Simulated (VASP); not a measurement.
Set up this calculation in VASP 6.6.1, as the native input.

```yaml
Task: single point
Functional: PBE
Potentials_or_basis: VASP PAW PBE potentials, release 64 (Si, N)
Cutoff: 520 eV
k_mesh: 7 × 4 × 1
Occupations: gaussian, width 0.05 eV
Spin: collinear spin, ferromagnetic start
Starting_moments: "[0.0, 0.0, 0.0, 0.0, 0.0, 0.0, 0.0, 0.0, 3.0] μB"
Dipole_correction: yes
Further_INCAR_settings: ALGO = Normal; EDIFF = 1e-06; NBANDS = 32; NELMDL = -8
```

The structure of Si8N lies in POSCAR:

```
Si8N
1.0
    3.8510822285      0.0000000000      0.0000000000
    0.0000000000      6.3646810443      0.0000000000
    0.0000000000      0.0000000000     19.7525435318
Si N
8 1
Direct
    0.0000000000      0.9370679282      0.2025055656
    0.0000000000      0.5629320718      0.2025055656
    0.5000000000      0.4370679282      0.2587875163
    0.5000000000      0.0629320718      0.2587875163
    0.5000000000      0.9333044702      0.3720589482
    0.5000000000      0.5666955298      0.3720589482
    0.0000000000      0.4259907587      0.4177964989
    0.0000000000      0.0740092413      0.4177964989
    0.1666666667      0.7593240921      0.4215995950
```

These files were run (other wordings do the same):

INCAR

```
SYSTEM = Si8N
  PREC = Accurate
  ENCUT = 520
  EDIFF = 1E-6
  ISMEAR = 0
  SIGMA = 0.05
  LREAL = .FALSE.
  LASPH = .TRUE.
  NELM = 200
  ALGO = Normal
  ISIF = 2
  LWAVE = .FALSE.
  LCHARG = .FALSE.
  ISPIN = 2
  MAGMOM = 0 0 0 0 0 0 0 0 3
  LORBIT = 11
  LDIPOL = .TRUE.
  IDIPOL = 3
  DIPOL = 0.5 0.5 0.325
  GGA = PE
  NBANDS = 32
  GGA_COMPAT = .FALSE.
  NELMDL = -8
```

KPOINTS

```
Automatic mesh
0
G
  7 4 1
  0 0 0
```

Potentials or basis: VASP PAW PBE potentials, release 64 (Si, N).

Launch:

```sh
$ cat potpaw_PBE.64/Si/POTCAR potpaw_PBE.64/N/POTCAR > POTCAR
$ mpirun -np 1 vasp_std > vasp.out
```

Results of the run:

```
Largest force                                         : 1.975 eV/Å
Net moment                                            : 0.30 μB per cell
Site moments                                          : Si +0.01, +0.05, +0.00 (each value once); N +0.01 μB
Valence electrons inside the program's atomic spheres : Si 1.63, 1.65, 1.64 (each value once); N 3.58
```

Run time: 17 min on 1 thread of Oxide Virtual Turin-like Processor, on a shared host, peak memory 0.83 GiB.
